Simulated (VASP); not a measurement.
# NaCdI3 (Pm-3m) in VASP: a series of runs

NaCdI3 is run at these levels: r2SCAN+rVV10; tasks: single point, relaxation of cell and atoms.

Program: VASP 6.6.1. These are calculated values, not measurements. Logs are shortened: lines on timing, memory, paths and dates and some standing lists are left out, and cuts for length are marked.

## (1) The cell of the first run

The structure is cubic, space group Pm-3m (No. 221). The conventional cell has a = 5.871 Å, b = 5.871 Å, c = 5.871 Å, α = 90.00°, β = 90.00°, γ = 90.00°. Within 5.4 Å of Na (site symmetry m-3m) lie 12 I at 4.15 Å and 8 Cd at 5.08 Å. Within 3.9 Å of Cd (site symmetry m-3m) lie 6 I at 2.94 Å. I (site symmetry 4/mmm) has 2 Cd at 2.94 Å within 3.9 Å.

## (2) Single point, r2SCAN+rVV10

POSCAR

```
NaCdI3
1.0
    5.8713680714      0.0000000000      0.0000000000
    0.0000000000      5.8713680714      0.0000000000
    0.0000000000      0.0000000000      5.8713680714
Na Cd I
1 1 3
Direct
    0.0000000000      0.0000000000      0.0000000000
    0.5000000000      0.5000000000      0.5000000000
    0.5000000000      0.5000000000      0.0000000000
    0.5000000000      0.0000000000      0.5000000000
    0.0000000000      0.5000000000      0.5000000000
```

INCAR.step1

```
SYSTEM = NaCdI3
PREC = Accurate ; ENCUT = 520
ISMEAR = -1 ; SIGMA = 0.03
LREAL = .False. ; LASPH = .True.
NELM = 60 ; NBANDS = 28
GGA = PE ; ALGO = Normal
EDIFF = 1E-4 ; LWAVE = .True.
LCHARG = .False.
```

INCAR.step2

```
SYSTEM = NaCdI3
PREC = Accurate ; ENCUT = 520
EDIFF = 1E-6 ; ISMEAR = -1
SIGMA = 0.03 ; LREAL = .False.
LASPH = .True. ; NELM = 60
ALGO = Normal ; ISIF = 2
LWAVE = .False. ; LCHARG = .False.
METAGGA = R2SCAN ; LMIXTAU = .True.
LUSE_VDW = .True. ; IVDW_NL = 2
BPARAM = 11.95 ; CPARAM = 0.0093
NBANDS = 28 ; ISTART = 1
```

KPOINTS

```
Automatic mesh
0
Gamma
  4 4 4
  0 0 0
```

Potentials or basis: VASP PAW PBE potentials, release 64 (Na_pv, Cd, I).

On the command line:

```sh
$ cat potpaw_PBE.64/Na_pv/POTCAR potpaw_PBE.64/Cd/POTCAR potpaw_PBE.64/I/POTCAR > POTCAR
$ cp INCAR.step1 INCAR
$ mpirun -np 1 vasp_std > vasp.out
$ cp INCAR.step2 INCAR
$ mpirun -np 1 vasp_std > vasp.out
```

OUTCAR:

```text
SYSTEM = NaCdI3
   PREC = Accurate
   ENCUT = 520
   EDIFF = 1E-6
   ISMEAR = -1
   LREAL = .False.
   LASPH = .True.
   NELM = 60
   ISIF = 2
   METAGGA = R2SCAN
   IVDW_NL = 2
   BPARAM = 11.95
   ISTART = 1

 ion  position               nearest neighbor table
   1  0.000  0.000  0.000-
   2  0.500  0.500  0.500-   3 2.94   4 2.94   5 2.94   3 2.94   4 2.94   5 2.94
   3  0.500  0.500  0.000-   2 2.94   2 2.94
   4  0.500  0.000  0.500-   2 2.94   2 2.94
   5  0.000  0.500  0.500-   2 2.94   2 2.94

  LATTYP: Found a simple cubic cell.
 ALAT       =     5.8713680714

  Lattice vectors:

 A1 = (   5.8713680714,   0.0000000000,   0.0000000000)
 A2 = (   0.0000000000,   5.8713680714,   0.0000000000)
 A3 = (   0.0000000000,   0.0000000000,   5.8713680714)

Analysis of symmetry for initial positions (statically):
=====================================================================
 Subroutine PRICEL returns:
 Original cell was already a primitive cell.

 Routine SETGRP: Setting up the symmetry group for a
 simple cubic supercell.

 Subroutine GETGRP returns: Found 48 space group operations
 (whereof 48 operations were pure point group operations)
 out of a pool of 48 trial point group operations.

The static configuration has the point symmetry O_h .

Analysis of symmetry for dynamics (positions and initial velocities):
=====================================================================
 Subroutine PRICEL returns:
 Original cell was already a primitive cell.

 Routine SETGRP: Setting up the symmetry group for a
 simple cubic supercell.

 Subroutine GETGRP returns: Found 48 space group operations
 (whereof 48 operations were pure point group operations)
 out of a pool of 48 trial point group operations.

The dynamic configuration has the point symmetry O_h .

 Subroutine INISYM returns: Found 48 space group operations
 (whereof 48 operations are pure point group operations),
 and found     1 'primitive' translations

----------------------------------------------------------------------------------------

                                     Primitive cell

  volume of cell :     202.4035

  direct lattice vectors                    reciprocal lattice vectors
     5.871368071  0.000000000  0.000000000     0.170318057  0.000000000  0.000000000
     0.000000000  5.871368071  0.000000000     0.000000000  0.170318057  0.000000000
     0.000000000  0.000000000  5.871368071     0.000000000  0.000000000  0.170318057

  length of vectors
     5.871368071  5.871368071  5.871368071     0.170318057  0.170318057  0.170318057

  position of ions in fractional coordinates (direct lattice)
     0.000000000  0.000000000  0.000000000
     0.500000000  0.500000000  0.500000000
     0.500000000  0.500000000  0.000000000
     0.500000000  0.000000000  0.500000000
     0.000000000  0.500000000  0.500000000

  ion indices of the primitive-cell ions
   primitive index   ion index
                 1           1
                 2           2
                 3           3
                 4           4
                 5           5

----------------------------------------------------------------------------------------

 KPOINTS: Automatic mesh

Automatic generation of k-mesh.
 Grid dimensions read from file:
 generate k-points for:    4    4    4

 Generating k-lattice:

  Cartesian coordinates                     Fractional coordinates (reciprocal lattice)
     0.042579514  0.000000000  0.000000000     0.250000000  0.000000000  0.000000000
     0.000000000  0.042579514  0.000000000     0.000000000  0.250000000  0.000000000
     0.000000000  0.000000000  0.042579514     0.000000000  0.000000000  0.250000000

  Length of vectors
     0.042579514  0.042579514  0.042579514

  Shift w.r.t. Gamma in fractional coordinates (k-lattice)
     0.000000000  0.000000000  0.000000000

 Subroutine IBZKPT returns following result:
 ===========================================

 Found     10 irreducible k-points:

 Following reciprocal coordinates:
            Coordinates               Weight
  0.000000  0.000000  0.000000      1.000000
  0.250000  0.000000  0.000000      6.000000
  0.500000  0.000000  0.000000      3.000000
  0.250000  0.250000  0.000000     12.000000
  0.500000  0.250000  0.000000     12.000000
  0.500000  0.500000  0.000000      3.000000
  0.250000  0.250000  0.250000      8.000000
  0.500000  0.250000  0.250000     12.000000
  0.500000  0.500000  0.250000      6.000000
  0.500000  0.500000  0.500000      1.000000
   k-points           NKPTS =     10   k-points in BZ     NKDIM =     10   number of bands    NBANDS=     28
   number of dos      NEDOS =    301   number of ions     NIONS =      5
   total plane-waves  NPLWV = 110592
   dimension x,y,z NGX =    48 NGY =   48 NGZ =   48
   dimension x,y,z NGXF=    96 NGYF=   96 NGZF=   96
   ions per type =               1   1   3
   NGX,Y,Z   is equivalent  to a cutoff of  13.59, 13.59, 13.59 a.u.
   NGXF,Y,Z  is equivalent  to a cutoff of  27.18, 27.18, 27.18 a.u.
 SYSTEM =  NaCdI3
   PREC   = accura    normal or accurate (medium, high low for compatibility)
   ISTART =      1    job   : 0-new  1-cont  2-samecut
   ICHARG =      0    charge: 1-file 2-atom 10-const
   ISPIN  =      1    spin polarized calculation?
   LNONCOLLINEAR =      F non collinear calculations
   LSORBIT =      F    spin-orbit coupling
   LASPH  =      T    aspherical Exc in radial PAW
   ENCUT  =  520.0 eV  38.22 Ry    6.18 a.u.  10.92 10.92 10.92*2*pi/ulx,y,z
   NELM   =     60;   NELMIN=  2; NELMDL=  0     # of ELM steps
   EDIFF  = 0.1E-05   stopping-criterion for ELM
   LREAL  =      F    real-space projection
   EDIFFG = 0.1E-04   stopping-criterion for IOM
   NSW    =      0    number of steps for IOM
   IBRION =     -1    ionic relax: 0-MD 1-quasi-New 2-CG
   NFREE  =      0    steps in history (QN), initial steepest desc. (CG)
   ISIF   =      2    stress and relaxation
   ISYM   =      2    0-nonsym 1-usesym 2-fastsym
   POTIM  = 0.5000    time-step for ionic-motion
   TEBEG  =    0.0;   TEEND  =   0.0 temperature during run
   PSTRESS=    0.0 pullay stress
   NELECT =      40.0000    total number of electrons
   NUPDOWN=      -1.0000    fix difference up-down
   EMIN   =  10.00;   EMAX   =-10.00  energy-range for DOS
   EFERMI =   0.00;   METHOD = LEGACY
   ISMEAR =    -1;   SIGMA  =   0.03  broadening in eV -4-tet -1-fermi 0-gaus
   EFERMI_NEDOS =   21; number of points for ismear=-14 and -15
   IALGO  =     38    algorithm
   IMIX   =      4    mixing-type and parameters
     AMIX     =   0.40;   BMIX     =  1.00
     AMIX_MAG =   1.60;   BMIX_MAG =  1.00
  volume/ion in A,a.u.               =      40.48       273.18
  Fermi-wavevector in a.u.,A,eV,Ry     =   0.953576  1.801998 12.371887  0.909308
  Thomas-Fermi vector in A             =   2.082244
   LORBIT       =      0    0 simple, 1 ext, 2 COOP (PROOUT), +10 PAW based schemes
   METAGGA = R2SCAN    functional components
   LHFCALC =     F    Hartree Fock is set to
   AEXX    =    0.0000 exact exchange contribution
   IVDW_NL    =     2    kernel type
   BPARAM     =11.9500
   IVDW    =     0    specifies the selected vdW correction
   LEPSILON=     F    determine dielectric tensor
   LRPA    =     F    only Hartree local field effects (RPA)
 non-spin polarized calculation
  energy-cutoff  :      520.00
  volume of cell :      202.40
 maximum number of plane-waves:      5520
 NGX is ok and might be reduce to    48
   NGX = 21   NGY = 21   NGZ = 21

 number of electron      40.0000010 magnetization

 Free energy of the ion-electron system (eV)
  ---------------------------------------------------
  ext. energy  EPLUGINS =         0.00000000
  ---------------------------------------------------
  free energy    TOTEN  =       -99.84482550 eV

  energy without entropy =      -99.84365801  energy(sigma->0) =      -99.84424176

 E-fermi :   0.9328     XC(G=0):  -7.9520

 val. band max:        0.8084316458   @ k =   0.5000   0.5000   0.5000
 cond. band min:       0.9842763317   @ k =   0.0000   0.0000   0.0000
 fundamental gap:      0.1758446859
 Fermi energy:         0.9327559527

 k-point     1 :       0.0000    0.0000    0.0000
  band No.  band energies     occupation
      1     -24.3817      2.00000
      2     -24.3817      2.00000
      3     -24.3817      2.00000
      4     -11.5119      2.00000
      5     -10.8464      2.00000
      6     -10.8464      2.00000
[... 20 lines left out ...]
     27       7.3471      0.00000
     28       9.0429      0.00000

 k-point     2 :       0.2500    0.0000    0.0000
  band No.  band energies     occupation
      1     -24.3817      2.00000
      2     -24.3817      2.00000
      3     -24.3817      2.00000
      4     -11.4169      2.00000
      5     -10.8722      2.00000
      6     -10.8436      2.00000
[... 20 lines left out ...]
     27       7.5615      0.00000
     28       8.7768      0.00000

 k-point     3 :       0.5000    0.0000    0.0000
  band No.  band energies     occupation
      1     -24.3818      2.00000
      2     -24.3817      2.00000
      3     -24.3817      2.00000
      4     -11.2993      2.00000
      5     -10.9162      2.00000
      6     -10.8408      2.00000
[... 20 lines left out ...]
     27       7.9364      0.00000
     28       8.6813      0.00000

 k-point     4 :       0.2500    0.2500    0.0000
  band No.  band energies     occupation
      1     -24.3817      2.00000
      2     -24.3817      2.00000
      3     -24.3817      2.00000
      4     -11.3220      2.00000
      5     -10.8758      2.00000
      6     -10.8575      2.00000
[... 144 lines left out ...]
     27       8.1490      0.00000
     28       8.4349      0.00000

 k-point     9 :       0.5000    0.5000    0.2500
  band No.  band energies     occupation
      1     -24.3817      2.00000
      2     -24.3817      2.00000
      3     -24.3817      2.00000
      4     -10.9879      2.00000
      5     -10.8998      2.00000
      6     -10.8998      2.00000
[... 20 lines left out ...]
     27       7.7731      0.00000
     28       7.7835      0.00000

 k-point    10 :       0.5000    0.5000    0.5000
  band No.  band energies     occupation
      1     -24.3817      2.00000
      2     -24.3817      2.00000
      3     -24.3817      2.00000
      4     -10.8946      2.00000
      5     -10.8946      2.00000
      6     -10.8946      2.00000
[... 20 lines left out ...]
     27       8.6752      0.00000
     28       8.6752      0.00000

------------------------ aborting loop because EDIFF is reached ----------------------------------------

  FORCE on cell =-STRESS in cart. coord.  units (eV):
  Direction    XX          YY          ZZ          XY          YZ          ZX
  --------------------------------------------------------------------------------------
  -------------------------------------------------------------------------------------
  Total        0.2206884      0.2206884      0.2206884      0.0000000      0.0000000      0.0000000
  in kB        1.7469167      1.7469167      1.7469167      0.0000000      0.0000000      0.0000000
  external PRESSURE =       1.7469167 kB  Pullay stress =       0.0000000 kB

 VOLUME and BASIS-vectors are now :
 -----------------------------------------------------------------------------
  energy-cutoff  :      520.00
  volume of cell :      202.40
      direct lattice vectors                 reciprocal lattice vectors
     5.871368071  0.000000000  0.000000000     0.170318057  0.000000000  0.000000000
     0.000000000  5.871368071  0.000000000     0.000000000  0.170318057  0.000000000
     0.000000000  0.000000000  5.871368071     0.000000000  0.000000000  0.170318057

 POSITION                                       TOTAL-FORCE (eV/Angst)
 -----------------------------------------------------------------------------------
      0.00000      0.00000      0.00000         0.000000      0.000000      0.000000
      2.93568      2.93568      2.93568         0.000000      0.000000      0.000000
      2.93568      2.93568      0.00000         0.000000      0.000000      0.000000
      2.93568      0.00000      2.93568         0.000000      0.000000      0.000000
      0.00000      2.93568      2.93568         0.000000      0.000000      0.000000
 -----------------------------------------------------------------------------------
    total drift:                                0.000000     -0.000000     -0.000000

  FREE ENERGIE OF THE ION-ELECTRON SYSTEM (eV)
  ---------------------------------------------------
  free  energy   TOTEN  =       -99.8448255000 eV

  energy  without entropy=      -99.8436580115  energy(sigma->0) =      -99.84424176
```

It took 8.1 min on 1 thread of Intel Xeon 8259CL, shared host; peak memory 0.78 GiB.

Results:

- Free energy: -99.8448 eV
- Pressure: 0.2 GPa
- Band gap on the k mesh: 0.18 eV (least direct gap 0.75 eV)

Caveat: the PAW data sets were made with another functional, which shifts forces and pressure a little; spin-orbit coupling is left out, which moves the levels of the heavy elements.

## (3) Relaxation of cell and atoms, r2SCAN+rVV10

This run uses another cell than the first one, of 39.80 Å³/atom.

POSCAR, as its differences from that of step 2:

```diff
@@ -2,5 +2,5 @@
 1.0
-    5.8713680714      0.0000000000      0.0000000000
-    0.0000000000      5.8713680714      0.0000000000
-    0.0000000000      0.0000000000      5.8713680714
+    5.8381588952      0.0000000000      0.0000000000
+    0.0000000000      5.8381588952      0.0000000000
+    0.0000000000      0.0000000000      5.8381588952
 Na Cd I
```

INCAR.step1

```
SYSTEM = NaCdI3
  PREC = Accurate
  ENCUT = 600
  ISMEAR = -1
  SIGMA = 0.03
  LREAL = .False.
  LASPH = .True.
  NELM = 60
  GGA = PE
  ALGO = Normal
  EDIFF = 1E-4
  LWAVE = .True.
  LCHARG = .False.
```

INCAR.step2

```
SYSTEM = NaCdI3
  PREC = Accurate
  ENCUT = 600
  EDIFF = 1E-6
  ISMEAR = -1
  SIGMA = 0.03
  LREAL = .False.
  LASPH = .True.
  NELM = 60
  ALGO = Normal
  ISIF = 3
  LWAVE = .False.
  LCHARG = .False.
  METAGGA = R2SCAN
  LMIXTAU = .True.
  LUSE_VDW = .True.
  IVDW_NL = 2
  BPARAM = 11.95
  CPARAM = 0.0093
  IBRION = 2
  NSW = 100
  EDIFFG = -0.01
  ISTART = 1
```

KPOINTS

```
regular mesh
0
Gamma
  4 4 4
  0 0 0
```

Potentials or basis: VASP PAW PBE potentials, release 64 (Na_pv, Cd, I).

On the command line:

```sh
$ cat potpaw_PBE.64/Na_pv/POTCAR potpaw_PBE.64/Cd/POTCAR potpaw_PBE.64/I/POTCAR > POTCAR
$ cp INCAR.step1 INCAR
$ mpirun -np 1 vasp_std > vasp.out
$ cp INCAR.step2 INCAR
$ mpirun -np 1 vasp_std > vasp.out
```

Run time: 22 min. Hardware: 1 thread of Intel Xeon 8259CL, shared host; peak memory 0.8 GiB.

The run converged. Its results:

```
Free energy                           : -99.8483 eV
Relaxed volume                        : 40.75 Å³/atom
Relaxed cell                          : a = 5.885 Å, b = 5.885 Å, c = 5.885 Å, α = 90.00°, β = 90.00°, γ = 90.00°
Space group after relaxing (to 0.1 Å) : Pm-3m (No. 221)
Energy gained by relaxing             : 1.7 meV/atom
Ionic steps                           : 3
Pressure after relaxing               : 0.0 GPa
Band gap on the k mesh                : 0.17 eV (least direct gap 0.74 eV)
```

Step by step:
```
step  energy change (eV)  largest force (eV/Å)  pressure (GPa)  volume (Å³)
   1              0.0000                0.0000            0.58       198.99
   2             -0.0083                0.0000            0.07       203.15
   3             -0.0084                0.0000            0.00       203.77
```

Final structure:
```yaml
crystal:
  lattice:
    - [5.88454, 0.00000, 0.00000]
    - [0.00000, 5.88454, 0.00000]
    - [0.00000, 0.00000, 5.88454]
  atoms:
    - { symbol: Na, position: [0.00000, 0.00000, 0.00000] }
    - { symbol: Cd, position: [0.50000, 0.50000, 0.50000] }
    - { symbol: I, position: [0.50000, 0.50000, 0.00000] }
    - { symbol: I, position: [0.50000, 0.00000, 0.50000] }
    - { symbol: I, position: [0.00000, 0.50000, 0.50000] }
```

Levels at points of the mesh, in eV from the valence-band top:
| k point | band 18 | band 19 | band 20 | band 21 | band 22 | band 23 |
| --- | --- | --- | --- | --- | --- | --- |
| (0.00, 0.00, 0.00) | -0.57 | -0.57 | -0.57 | 0.17 | 2.97 | 6.05 |
| (0.50, 0.00, 0.00) | -1.02 | -0.65 | -0.65 | 3.08 | 4.32 | 5.00 |
| (0.50, 0.50, 0.00) | -1.12 | -0.18 | -0.01 | 4.53 | 4.73 | 5.47 |
| (0.50, 0.50, 0.50) | 0.00 | 0.00 | 0.00 | 3.22 | 4.83 | 4.83 |

Caveat: the PAW data sets were made with another functional, which shifts forces and pressure a little; spin-orbit coupling is left out, which moves the levels of the heavy elements. A k mesh can miss the band edges.
